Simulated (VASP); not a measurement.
# Al (P6_3/mmc) in VASP: a series of runs, part 2 of 2

VASP 6.6.1. The steps go on from the part before.

## 5. Single point, LDA

This run uses another cell than the first one, of 16.73 Å³/atom.

The input, INCAR:

```
ALGO = Fast ; EDIFF = 1E-6
ENCUT = 520 ; GGA = CA
ISIF = 2 ; ISMEAR = 0
LASPH = True ; LCHARG = False
LREAL = False ; LWAVE = False
NBANDS = 10 ; NELM = 100
PREC = Accurate ; SIGMA = 0.15
```

The input, KPOINTS:

```
k-points
0
Gamma
  18 18 10
```

The input, POSCAR:

```
Al
1.0
    2.9006000000      0.0000000000      0.0000000000
   -1.4503000000      2.5119932862      0.0000000000
    0.0000000000      0.0000000000      4.5925000000
Al
2
Direct
    0.6666666667      0.3333333333      0.7500000000
    0.3333333333      0.6666666667      0.2500000000
```

Potentials or basis: VASP PAW LDA potentials, release 64 (Al).

The run is started by

```
$ cat potpaw_LDA.64/Al/POTCAR > POTCAR
$ mpirun -np 1 vasp_std > vasp.out
```

OUTCAR:

```text
EDIFF = 1E-6
   ENCUT = 520
   GGA = CA
   ISIF = 2
   ISMEAR = 0
   LASPH = True
   LREAL = False
   NELM = 100
   PREC = Accurate

 ion  position               nearest neighbor table
   1  0.667  0.333  0.750-   2 2.84   2 2.84   2 2.84   2 2.84   2 2.84   2 2.84
   2  0.333  0.667  0.250-   1 2.84   1 2.84   1 2.84   1 2.84   1 2.84   1 2.84

  LATTYP: Found a hexagonal cell.
 ALAT       =     2.9006000000
 C/A-ratio  =     1.5832931118

  Lattice vectors:

 A1 = (   2.9006000000,   0.0000000000,   0.0000000000)
 A2 = (  -1.4503000000,   2.5119932862,   0.0000000000)
 A3 = (   0.0000000000,   0.0000000000,   4.5925000000)

Analysis of symmetry for initial positions (statically):
=====================================================================
 Subroutine PRICEL returns:
 Original cell was already a primitive cell.

 Routine SETGRP: Setting up the symmetry group for a
 hexagonal supercell.

 Subroutine GETGRP returns: Found 24 space group operations
 (whereof 12 operations were pure point group operations)
 out of a pool of 24 trial point group operations.

The static configuration has the point symmetry D_3d.
 The point group associated with its full space group is D_6h.

Analysis of symmetry for dynamics (positions and initial velocities):
=====================================================================
 Subroutine PRICEL returns:
 Original cell was already a primitive cell.

 Routine SETGRP: Setting up the symmetry group for a
 hexagonal supercell.

 Subroutine GETGRP returns: Found 24 space group operations
 (whereof 12 operations were pure point group operations)
 out of a pool of 24 trial point group operations.

The dynamic configuration has the point symmetry D_3d.
 The point group associated with its full space group is D_6h.

 Subroutine INISYM returns: Found 24 space group operations
 (whereof 12 operations are pure point group operations),
 and found     1 'primitive' translations

----------------------------------------------------------------------------------------

                                     Primitive cell

  volume of cell :      33.4623

  direct lattice vectors                    reciprocal lattice vectors
     2.900600000  0.000000000  0.000000000     0.344756257  0.199045118  0.000000000
    -1.450300000  2.511993286  0.000000000     0.000000000  0.398090236  0.000000000
     0.000000000  0.000000000  4.592500000     0.000000000  0.000000000  0.217746326

  length of vectors
     2.900600000  2.900600000  4.592500000     0.398090236  0.398090236  0.217746326

  position of ions in fractional coordinates (direct lattice)
     0.666666667  0.333333333  0.750000000
     0.333333333  0.666666667  0.250000000

  ion indices of the primitive-cell ions
   primitive index   ion index
                 1           1
                 2           2

----------------------------------------------------------------------------------------

 KPOINTS: k-points

Automatic generation of k-mesh.
 Grid dimensions read from file:
 generate k-points for:   18   18   10

 Generating k-lattice:

  Cartesian coordinates                     Fractional coordinates (reciprocal lattice)
     0.019153125  0.011058062  0.000000000     0.055555556  0.000000000  0.000000000
     0.000000000  0.022116124  0.000000000     0.000000000  0.055555556  0.000000000
     0.000000000  0.000000000  0.021774633     0.000000000  0.000000000  0.100000000

  Length of vectors
     0.022116124  0.022116124  0.021774633

  Shift w.r.t. Gamma in fractional coordinates (k-lattice)
     0.000000000  0.000000000  0.000000000

 Subroutine IBZKPT returns following result:
 ===========================================

 Found    222 irreducible k-points:

 Following reciprocal coordinates:
            Coordinates               Weight
  0.000000  0.000000  0.000000      1.000000
  0.055556 -0.000000  0.000000      6.000000
  0.111111 -0.000000  0.000000      6.000000
  0.166667 -0.000000  0.000000      6.000000
  0.222222 -0.000000  0.000000      6.000000
  0.277778 -0.000000  0.000000      6.000000
[... 16 lines left out ...]
  0.333333  0.111111  0.000000     12.000000
  0.388889  0.111111  0.000000     12.000000
 [... further k-points ...]
   k-points           NKPTS =    222   k-points in BZ     NKDIM =    222   number of bands    NBANDS=     10
   number of dos      NEDOS =    301   number of ions     NIONS =      2
   total plane-waves  NPLWV =  20736
   dimension x,y,z NGX =    24 NGY =   24 NGZ =   36
   dimension x,y,z NGXF=    48 NGYF=   48 NGZF=   72
   ions per type =               2
   NGX,Y,Z   is equivalent  to a cutoff of  13.76, 13.76, 13.03 a.u.
   NGXF,Y,Z  is equivalent  to a cutoff of  27.51, 27.51, 26.06 a.u.
 SYSTEM =  unknown system
   PREC   = accura    normal or accurate (medium, high low for compatibility)
   ISTART =      0    job   : 0-new  1-cont  2-samecut
   ICHARG =      2    charge: 1-file 2-atom 10-const
   ISPIN  =      1    spin polarized calculation?
   LNONCOLLINEAR =      F non collinear calculations
   LSORBIT =      F    spin-orbit coupling
   LASPH  =      T    aspherical Exc in radial PAW
   ENCUT  =  520.0 eV  38.22 Ry    6.18 a.u.   5.39  5.39  8.54*2*pi/ulx,y,z
   NELM   =    100;   NELMIN=  2; NELMDL= -5     # of ELM steps
   EDIFF  = 0.1E-05   stopping-criterion for ELM
   LREAL  =      F    real-space projection
   EDIFFG = 0.1E-04   stopping-criterion for IOM
   NSW    =      0    number of steps for IOM
   IBRION =     -1    ionic relax: 0-MD 1-quasi-New 2-CG
   NFREE  =      0    steps in history (QN), initial steepest desc. (CG)
   ISIF   =      2    stress and relaxation
   ISYM   =      2    0-nonsym 1-usesym 2-fastsym
   POTIM  = 0.5000    time-step for ionic-motion
   TEBEG  =    0.0;   TEEND  =   0.0 temperature during run
   PSTRESS=    0.0 pullay stress
   NELECT =       6.0000    total number of electrons
   NUPDOWN=      -1.0000    fix difference up-down
   EMIN   =  10.00;   EMAX   =-10.00  energy-range for DOS
   EFERMI =   0.00;   METHOD = LEGACY
   ISMEAR =     0;   SIGMA  =   0.15  broadening in eV -4-tet -1-fermi 0-gaus
   EFERMI_NEDOS =   21; number of points for ismear=-14 and -15
   IALGO  =     68    algorithm
   IMIX   =      4    mixing-type and parameters
     AMIX     =   0.40;   BMIX     =  1.00
     AMIX_MAG =   1.60;   BMIX_MAG =  1.00
  volume/ion in A,a.u.               =      16.73       112.91
  Fermi-wavevector in a.u.,A,eV,Ry     =   0.923152  1.744505 11.595027  0.852210
  Thomas-Fermi vector in A             =   2.048758
   LORBIT       =      0    0 simple, 1 ext, 2 COOP (PROOUT), +10 PAW based schemes
   GGA     = CA    functional components
   LHFCALC =     F    Hartree Fock is set to
   AEXX    =    0.0000 exact exchange contribution
   IVDW    =     0    specifies the selected vdW correction
   LEPSILON=     F    determine dielectric tensor
   LRPA    =     F    only Hartree local field effects (RPA)
 non-spin polarized calculation
 RMM-DIIS sequential band-by-band and
 Gauss-broadening in eV      SIGMA  =   0.15
  energy-cutoff  :      520.00
  volume of cell :       33.46
 maximum number of plane-waves:       929
 NGX is ok and might be reduce to    24
   NGX = 11   NGY = 11   NGZ = 17

 number of electron       6.0000000 magnetization

 Free energy of the ion-electron system (eV)
  ---------------------------------------------------
  ext. energy  EPLUGINS =         0.00000000
  ---------------------------------------------------
  free energy    TOTEN  =        -8.29408986 eV

  energy without entropy =       -8.28296860  energy(sigma->0) =       -8.28852923

 E-fermi :   7.6419     XC(G=0): -10.2932

 val. band max:        7.6263763484   @ k =   0.2222   0.2222   0.0000
 cond. band min:       7.6422727678   @ k =   0.1667   0.1111   0.2000
 fundamental gap:      0.0158964194
 Fermi energy:         7.6418925422

 k-point     1 :       0.0000    0.0000    0.0000
  band No.  band energies     occupation
      1      -3.3602      2.00000
      2       3.3251      2.00000
      3       3.6467      2.00000
      4      17.4769      0.00000
      5      17.4769      0.00000
      6      18.1120      0.00000
      7      18.1120      0.00000
      8      19.9509      0.00000
      9      21.0074      0.00000
     10      22.4063      0.00000
[... 287 lines left out ...]
 k-point    24 :       0.3889    0.1111    0.0000
  band No.  band energies     occupation
      1       1.3888      2.00000
      2       3.8836      2.00000
      3       7.7345      0.38239
      4       8.2788      0.00000
      5       9.8552      0.00000
      6      10.3302      0.00000
      7      11.2138      0.00000
      8      16.4398      0.00000
      9      16.6668      0.00000
     10      17.4397      0.00000

 [... further k-points ...]
[... 5 lines left out ...]
  --------------------------------------------------------------------------------------
  -------------------------------------------------------------------------------------
  Total       -0.8361934     -0.8361934     -0.4202528      0.0000000     -0.0000000      0.0000000
  in kB      -40.0370275    -40.0370275    -20.1217506      0.0000000     -0.0000000      0.0000000
  external PRESSURE =     -33.3986019 kB  Pullay stress =       0.0000000 kB

 VOLUME and BASIS-vectors are now :
 -----------------------------------------------------------------------------
  energy-cutoff  :      520.00
  volume of cell :       33.46
      direct lattice vectors                 reciprocal lattice vectors
     2.900600000  0.000000000  0.000000000     0.344756257  0.199045118  0.000000000
    -1.450300000  2.511993286  0.000000000     0.000000000  0.398090236  0.000000000
     0.000000000  0.000000000  4.592500000     0.000000000  0.000000000  0.217746326

 POSITION                                       TOTAL-FORCE (eV/Angst)
 -----------------------------------------------------------------------------------
      1.45030      0.83733      3.44437         0.000000      0.000000      0.000000
     -0.00000      1.67466      1.14813        -0.000000     -0.000000      0.000000
 -----------------------------------------------------------------------------------
    total drift:                                0.000000      0.000000     -0.000000

  FREE ENERGIE OF THE ION-ELECTRON SYSTEM (eV)
  ---------------------------------------------------
  free  energy   TOTEN  =        -8.2940898634 eV

  energy  without entropy=       -8.2829685959  energy(sigma->0) =       -8.28852923
```

stdout:

```text
POSCAR found type information on POSCAR Al
 POSCAR found :  1 types and       2 ions
 scaLAPACK will be used
 LDA part: xc-table for (Slater(with rela. corr.)+CA(PZ))
 , standard interpolation
 POSCAR, INCAR and KPOINTS ok, starting setup
 FFT: planning ... GRIDC
 FFT: planning ... GRID_SOFT
 FFT: planning ... GRID
 WAVECAR not read
 entering main loop
```

Run time: 24 s. Hardware: 1 thread of AMD EPYC 9R45 (Zen 5), shared host; peak memory 0.14 GiB.

What came out:

```
Free energy            : -8.2941 eV
Pressure               : -3.3 GPa
Band gap on the k mesh : zero (bands 3 and 4 overlap by 7.82 eV)
```

Stress tensor (GPa, compression positive):
```
-4.00  0.00  0.00
 0.00 -4.00  0.00
 0.00  0.00 -2.01
```

Levels at points of the mesh, in eV from the Fermi level:
```tsv
k point	band 1	band 2	band 3	band 4	band 5	band 6	band 7
(0.00, 0.00, 0.00)	-11.00	-4.32	-4.00	9.84	9.84	10.47	10.47
(0.50, 0.00, 0.00)	-5.42	-5.12	0.64	1.37	1.63	1.91	5.11
(0.00, 0.00, 0.50)	-9.26	-9.26	3.98	3.98	11.22	11.22	11.22
(0.50, 0.00, 0.50)	-3.90	-3.90	-3.25	-3.25	6.61	6.61	7.57
```

Caveat: the cell stands under tension.

## 6. The runs side by side

| cell | gap on the mesh (eV) | pressure (GPa) |
| --- | --- | --- |
| a = 2.886, b = 2.886, c = 4.628 Å, angles 90.0, 90.0, 120.0°, 2 atoms | none | -3.3 |
| a = 2.865, b = 2.866, c = 4.686 Å, angles 90.0, 90.0, 120.0°, 2 atoms | none | -3.2 |
| a = 2.999, b = 2.999, c = 4.311 Å, angles 90.0, 90.0, 120.0°, 2 atoms | none | -2.2 |
| a = 2.901, b = 2.901, c = 4.593 Å, angles 90.0, 90.0, 120.0°, 2 atoms | none | -3.3 |

Alike in all rows: task single point; level LDA; potentials or basis VASP PAW LDA potentials, release 64 (Al); no spin polarisation; k mesh 18 × 18 × 10; cutoff (eV) 520; smearing gaussian 0.15 eV.

Caveats: the cell stands under tension (at least some runs).

Absolute energies hang on the potentials; compare differences alone.
